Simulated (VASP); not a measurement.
Au:

```
CELL_PARAMETERS angstrom
0.00000 2.06152 2.06152
2.06152 0.00000 2.06152
2.06152 2.06152 0.00000
ATOMIC_POSITIONS crystal
Au 0.00000 0.00000 0.00000
```

Base run:

```yaml
Program: VASP 6.6.1
Functional: r2SCAN
Potentials_or_basis: VASP PAW PBE potentials, release 64 (Au)
Cutoff: 520 eV
k_mesh: 11 × 11 × 11
Occupations: fermi-dirac, width 0.1 eV
Spin: no spin polarisation
```

Its results: pressure 0.3 GPa.

Question: The run is repeated on the same cell with these changes: k mesh from 11 × 11 × 11 to 3 × 3 × 3. What comes out?

Answer: Pressure -5.5 GPa.

Caveats: some runs use coarse meshes; the PAW data sets were made with another functional, which shifts forces and pressure a little.
